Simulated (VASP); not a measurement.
# Li (Fm-3m) in VASP: a series of runs

The runs below take Li through single point, relaxation of cell and atoms, with PBEsol.

Program: VASP 6.6.1. These are calculated values, not measurements. Logs are shortened: lines on timing, memory, paths and dates and some standing lists are left out, and cuts for length are marked.

### 1 The cell of the first run

Symmetry: Fm-3m, No. 225, cubic system. Conventional cell: a = 4.319 Å, b = 4.319 Å, c = 4.319 Å, α = 90.00°, β = 90.00°, γ = 90.00°. Li (site symmetry m-3m) has 12 Li at 3.05 Å within 4.0 Å.

### 2 Single point, PBEsol

Input file INCAR:

```
SYSTEM = Li
PREC     = Accurate       ! precision mode
ENCUT    = 520            ! plane-wave cutoff, eV
EDIFF    = 1E-6           ! SCF threshold, eV
ISMEAR   = -1             ! smearing method
SIGMA    = 0.05           ! smearing width, eV
LREAL    = .False.        ! projectors in reciprocal space
LASPH    = .True.         ! aspherical terms in the spheres
NELM     = 100            ! most SCF steps
ALGO     = Normal         ! electronic algorithm
ISIF     = 2              ! what is computed and relaxed
LWAVE    = .False.        ! write WAVECAR
LCHARG   = .True.         ! write CHGCAR
GGA      = PS             ! functional
LELF     = .True.         ! ELF
LVHAR    = .True.       
NBANDS   = 8              ! bands
```

Input file KPOINTS:

```
regular mesh
0
Gamma
  9 9 9
  0 0 0
```

Input file POSCAR:

```
Li
1.0
    0.0000000000      2.1595941625      2.1595941625
    2.1595941625      0.0000000000      2.1595941625
    2.1595941625      2.1595941625      0.0000000000
Li
1
Direct
    0.0000000000      0.0000000000      0.0000000000
```

Potentials or basis: VASP PAW PBE potentials, release 64 (Li_sv).

The run is started by

```
$ cat potpaw_PBE.64/Li_sv/POTCAR > POTCAR
$ mpirun -np 1 vasp_std > vasp.out
```

OUTCAR:

```text
SYSTEM = Li
   PREC = Accurate
   ENCUT = 520
   EDIFF = 1E-6
   ISMEAR = -1
   LREAL = .False.
   LASPH = .True.
   NELM = 100
   ISIF = 2
   GGA = PS

 ion  position               nearest neighbor table
   1  0.000  0.000  0.000-

  LATTYP: Found a face centered cubic cell.
 ALAT       =     4.3191883250

  Lattice vectors:

 A1 = (   0.0000000000,   2.1595941625,   2.1595941625)
 A2 = (   2.1595941625,   0.0000000000,   2.1595941625)
 A3 = (   2.1595941625,   2.1595941625,   0.0000000000)

Analysis of symmetry for initial positions (statically):
=====================================================================
 Subroutine PRICEL returns:
 Original cell was already a primitive cell.

 Routine SETGRP: Setting up the symmetry group for a
 face centered cubic supercell.

 Subroutine GETGRP returns: Found 48 space group operations
 (whereof 48 operations were pure point group operations)
 out of a pool of 48 trial point group operations.

The static configuration has the point symmetry O_h .

Analysis of symmetry for dynamics (positions and initial velocities):
=====================================================================
 Subroutine PRICEL returns:
 Original cell was already a primitive cell.

 Routine SETGRP: Setting up the symmetry group for a
 face centered cubic supercell.

 Subroutine GETGRP returns: Found 48 space group operations
 (whereof 48 operations were pure point group operations)
 out of a pool of 48 trial point group operations.

The dynamic configuration has the point symmetry O_h .

 Subroutine INISYM returns: Found 48 space group operations
 (whereof 48 operations are pure point group operations),
 and found     1 'primitive' translations

----------------------------------------------------------------------------------------

                                     Primitive cell

  volume of cell :      20.1440

  direct lattice vectors                    reciprocal lattice vectors
     0.000000000  2.159594162  2.159594162    -0.231524982  0.231524982  0.231524982
     2.159594162  0.000000000  2.159594162     0.231524982 -0.231524982  0.231524982
     2.159594162  2.159594162  0.000000000     0.231524982  0.231524982 -0.231524982

  length of vectors
     3.054127354  3.054127354  3.054127354     0.401013032  0.401013032  0.401013032

  position of ions in fractional coordinates (direct lattice)
     0.000000000  0.000000000  0.000000000

[... 69 lines left out ...]
   ISPIN  =      1    spin polarized calculation?
   LNONCOLLINEAR =      F non collinear calculations
   LSORBIT =      F    spin-orbit coupling
   LASPH  =      T    aspherical Exc in radial PAW
   ENCUT  =  520.0 eV  38.22 Ry    6.18 a.u.   5.68  5.68  5.68*2*pi/ulx,y,z
   NELM   =    100;   NELMIN=  2; NELMDL= -5     # of ELM steps
   EDIFF  = 0.1E-05   stopping-criterion for ELM
   LREAL  =      F    real-space projection
   EDIFFG = 0.1E-04   stopping-criterion for IOM
   NSW    =      0    number of steps for IOM
   IBRION =     -1    ionic relax: 0-MD 1-quasi-New 2-CG
   NFREE  =      0    steps in history (QN), initial steepest desc. (CG)
   ISIF   =      2    stress and relaxation
   ISYM   =      2    0-nonsym 1-usesym 2-fastsym
   POTIM  = 0.5000    time-step for ionic-motion
   TEBEG  =    0.0;   TEEND  =   0.0 temperature during run
   PSTRESS=    0.0 pullay stress
   NELECT =       3.0000    total number of electrons
   NUPDOWN=      -1.0000    fix difference up-down
   EMIN   =  10.00;   EMAX   =-10.00  energy-range for DOS
   EFERMI =   0.00;   METHOD = LEGACY
   ISMEAR =    -1;   SIGMA  =   0.05  broadening in eV -4-tet -1-fermi 0-gaus
   EFERMI_NEDOS =   21; number of points for ismear=-14 and -15
   IALGO  =     38    algorithm
   IMIX   =      4    mixing-type and parameters
     AMIX     =   0.40;   BMIX     =  1.00
     AMIX_MAG =   1.60;   BMIX_MAG =  1.00
  volume/ion in A,a.u.               =      20.14       135.94
  Fermi-wavevector in a.u.,A,eV,Ry     =   0.867760  1.639829 10.245295  0.753008
  Thomas-Fermi vector in A             =   1.986341
   LORBIT       =      0    0 simple, 1 ext, 2 COOP (PROOUT), +10 PAW based schemes
   GGA     = PS    functional components
   LHFCALC =     F    Hartree Fock is set to
   AEXX    =    0.0000 exact exchange contribution
   IVDW    =     0    specifies the selected vdW correction
   LEPSILON=     F    determine dielectric tensor
   LRPA    =     F    only Hartree local field effects (RPA)
 non-spin polarized calculation
  energy-cutoff  :      520.00
  volume of cell :       20.14
 maximum number of plane-waves:       556
   NGX = 11   NGY = 11   NGZ = 11

 number of electron       2.9999995 magnetization

 Free energy of the ion-electron system (eV)
  ---------------------------------------------------
  ext. energy  EPLUGINS =         0.00000000
  ---------------------------------------------------
  free energy    TOTEN  =        -1.96793517 eV

  energy without entropy =       -1.96077583  energy(sigma->0) =       -1.96435550

 E-fermi :   0.8031     XC(G=0):  -7.0328

 val. band max:        0.3265756152   @ k =   0.4444   0.2222   0.0000
 cond. band min:       0.8169836755   @ k =  -0.3333   0.2222   0.0000
 fundamental gap:      0.4904080603
 Fermi energy:         0.8031116308

 k-point     1 :       0.0000    0.0000    0.0000
  band No.  band energies     occupation
      1     -45.2580      2.00000
      2      -2.9188      2.00000
      3      15.0808      0.00000
      4      15.0808      0.00000
      5      15.0808      0.00000
      6      18.9348      0.00000
      7      18.9348      0.00000
      8      18.9348      0.00000
[... 243 lines left out ...]
 k-point    24 :       0.4444    0.4444    0.0000
  band No.  band energies     occupation
      1     -45.2329      2.00000
      2       1.6607      0.00000
      3       6.0872      0.00000
      4       9.2148      0.00000
      5       9.2149      0.00000
      6      11.4011      0.00000
      7      16.1095      0.00000
      8      29.9167      0.00000

 [... further k-points ...]
[... 5 lines left out ...]
  --------------------------------------------------------------------------------------
  -------------------------------------------------------------------------------------
  Total       -0.0070806     -0.0070806     -0.0070806     -0.0000000      0.0000000     -0.0000000
  in kB       -0.5631613     -0.5631613     -0.5631613     -0.0000000      0.0000000     -0.0000000
  external PRESSURE =      -0.5631613 kB  Pullay stress =       0.0000000 kB

 VOLUME and BASIS-vectors are now :
 -----------------------------------------------------------------------------
  energy-cutoff  :      520.00
  volume of cell :       20.14
      direct lattice vectors                 reciprocal lattice vectors
     0.000000000  2.159594162  2.159594162    -0.231524982  0.231524982  0.231524982
     2.159594162  0.000000000  2.159594162     0.231524982 -0.231524982  0.231524982
     2.159594162  2.159594162  0.000000000     0.231524982  0.231524982 -0.231524982

 POSITION                                       TOTAL-FORCE (eV/Angst)
 -----------------------------------------------------------------------------------
      0.00000      0.00000      0.00000         0.000000      0.000000      0.000000
 -----------------------------------------------------------------------------------
    total drift:                               -0.000000      0.000000     -0.000000

  FREE ENERGIE OF THE ION-ELECTRON SYSTEM (eV)
  ---------------------------------------------------
  free  energy   TOTEN  =        -1.9679351687 eV

  energy  without entropy=       -1.9607758326  energy(sigma->0) =       -1.96435550
```

OSZICAR:

```text
N       E                     dE             d eps       ncg     rms          rms(c)
DAV:   1    -0.213730939617E+00   -0.21373E+00   -0.72325E+02   568   0.260E+02
DAV:   2    -0.194131044818E+01   -0.17276E+01   -0.17267E+01   792   0.349E+01
DAV:   3    -0.196993113170E+01   -0.28621E-01   -0.28621E-01   664   0.305E+00
DAV:   4    -0.197039445037E+01   -0.46332E-03   -0.46332E-03   864   0.324E-01
DAV:   5    -0.197039488805E+01   -0.43768E-06   -0.43766E-06   712   0.105E-02    0.348E-01
DAV:   6    -0.196864643933E+01    0.17484E-02   -0.68021E-04   800   0.110E-01    0.192E-01
DAV:   7    -0.196792420332E+01    0.72224E-03   -0.14175E-03   672   0.176E-01    0.287E-02
DAV:   8    -0.196793665192E+01   -0.12449E-04   -0.14118E-04   640   0.705E-02    0.550E-03
DAV:   9    -0.196793552518E+01    0.11267E-05   -0.18090E-06   776   0.858E-03    0.765E-04
DAV:  10    -0.196793516868E+01    0.35650E-06   -0.62717E-08   400   0.203E-03
   1 F= -.19679352E+01 E0= -.19643555E+01  d E =-.715934E-02
```

It took 3.3 s on 1 thread of Intel Xeon Platinum 8488C (Sapphire Rapids), shared host; peak memory 0.12 GiB.

Results:

```yaml
Free_energy: -1.9679 eV
```

Caveat: the cutoff is under 1.25 times the usual one of these potentials, so pressure, stress and relaxed cells hold a basis-set (Pulay) error; the PAW data sets were made with another functional, which shifts forces and pressure a little.

### 3 Relaxation of cell and atoms, PBEsol

This run uses another cell than the first one, of 21.35 Å³/atom, 1.060 times its volume.

Input file INCAR:

```
SYSTEM = Li
PREC = Accurate ; ENCUT = 600
EDIFF = 1E-7 ; ISMEAR = -1
SIGMA = 0.05 ; LREAL = .FALSE.
LASPH = .TRUE. ; NELM = 60
ALGO = Normal ; ISIF = 3
LWAVE = .FALSE. ; LCHARG = .FALSE.
GGA = PS ; IBRION = 2
NSW = 100 ; EDIFFG = -0.005
```

Input file KPOINTS:

```
regular mesh
0
G
  9 9 9
  0 0 0
```

Input file POSCAR:

```
Li
1.0
    0.0000000000      2.2020000000      2.2020000000
    2.2020000000      0.0000000000      2.2020000000
    2.2020000000      2.2020000000      0.0000000000
Li
1
Direct
    0.0000000000      0.0000000000      0.0000000000
```

Potentials or basis: VASP PAW PBE potentials, release 64 (Li_sv).

The run is started by

```
$ cat potpaw_PBE.64/Li_sv/POTCAR > POTCAR
$ mpirun -np 1 vasp_std > vasp.out
```

OUTCAR:

```text
SYSTEM = Li
   PREC = Accurate
   ENCUT = 600
   EDIFF = 1E-7
   ISMEAR = -1
   LREAL = .FALSE.
   LASPH = .TRUE.
   NELM = 60
   ISIF = 3
   GGA = PS
   IBRION = 2
   NSW = 100
   EDIFFG = -0.005

 ion  position               nearest neighbor table
   1  0.000  0.000  0.000-

  LATTYP: Found a face centered cubic cell.
 ALAT       =     4.4040000000

  Lattice vectors:

 A1 = (   0.0000000000,   2.2020000000,   2.2020000000)
 A2 = (   2.2020000000,   0.0000000000,   2.2020000000)
 A3 = (   2.2020000000,   2.2020000000,   0.0000000000)

Analysis of symmetry for initial positions (statically):
=====================================================================
 Subroutine PRICEL returns:
[... 279 lines left out ...]
  ext. energy  EPLUGINS =         0.00000000
  ---------------------------------------------------
  free energy    TOTEN  =        -1.96985098 eV

  energy without entropy =       -1.96271018  energy(sigma->0) =       -1.96628058

 E-fermi :   0.8321     XC(G=0):  -7.0593

 val. band max:        0.3542530384   @ k =   0.4444   0.2222   0.0000
 cond. band min:       0.8466589575   @ k =  -0.3333   0.2222   0.0000
 fundamental gap:      0.4924059192
 Fermi energy:         0.8321444322

 k-point     1 :       0.0000    0.0000    0.0000
  band No.  band energies     occupation
      1     -45.2067      2.00000
      2      -2.9067      2.00000
      3      15.2162      0.00000
      4      15.2162      0.00000
      5      15.2162      0.00000
[... 177 lines left out ...]
 k-point    24 :       0.4444    0.4444    0.0000
  band No.  band energies     occupation
      1     -45.1804      2.00000
      2       1.6953      0.00000
      3       6.1560      0.00000
      4       9.3040      0.00000
      5       9.3040      0.00000

 [... further k-points ...]
[... 5 lines left out ...]
  --------------------------------------------------------------------------------------
  -------------------------------------------------------------------------------------
  Total        0.0005942      0.0005942      0.0005942      0.0000000     -0.0000000     -0.0000000
  in kB        0.0477621      0.0477621      0.0477621      0.0000000     -0.0000000     -0.0000000
  external PRESSURE =       0.0477621 kB  Pullay stress =       0.0000000 kB
[... 16 lines left out ...]
  FREE ENERGIE OF THE ION-ELECTRON SYSTEM (eV)
  ---------------------------------------------------
  free  energy   TOTEN  =        -1.9698509785 eV

  energy  without entropy=       -1.9627101828  energy(sigma->0) =       -1.96628058

 reached required accuracy - stopping structural energy minimisation
```

CONTCAR:

```text
Li
   1.00000000000000
     0.0000000000000000    2.1519862192928514    2.1519862192928514
     2.1519862192928514   -0.0000000000000000    2.1519862192928514
     2.1519862192928514    2.1519862192928514    0.0000000000000000
  Li
     1
Direct
     1.0000000000000000    1.0000000000000000    0.0000000000000000

  0.00000000E+00  0.00000000E+00  0.00000000E+00
```

It took 11 s on 1 thread of Intel Xeon Platinum 8488C (Sapphire Rapids), shared host; peak memory 0.14 GiB.

Results:

* Free energy: -1.9699 eV
* Relaxed volume: 19.93 Å³/atom
* Relaxed cell: a = 3.043 Å, b = 3.043 Å, c = 3.043 Å, α = 60.00°, β = 60.00°, γ = 60.00°
* Space group after relaxing (to 0.05 Å): Fm-3m (No. 225)
* Energy gained by relaxing: 3.7 meV/atom
* Ionic steps: 4
* Pressure after relaxing: 0.0 GPa

The path:
| step | energy change (eV) | largest force (eV/Å) | pressure (GPa) | volume (Å³) |
| --- | --- | --- | --- | --- |
| 1 | 0.0000 | 0.0000 | -0.81 | 21.35 |
| 2 | -0.0015 | 0.0000 | -0.64 | 21.02 |
| 3 | -0.0037 | 0.0000 | -0.08 | 20.06 |
| 4 | -0.0037 | 0.0000 | 0.00 | 19.93 |

Final structure:
```yaml
crystal:
  lattice:
    - [0.00000, 2.15199, 2.15199]
    - [2.15199, 0.00000, 2.15199]
    - [2.15199, 2.15199, 0.00000]
  atoms:
    - { symbol: Li, position: [0.00000, 0.00000, 0.00000] }
```

Caveat: the cutoff is under 1.25 times the usual one of these potentials, so pressure, stress and relaxed cells hold a basis-set (Pulay) error; the PAW data sets were made with another functional, which shifts forces and pressure a little.

(Part 1 of 2 ends here.)
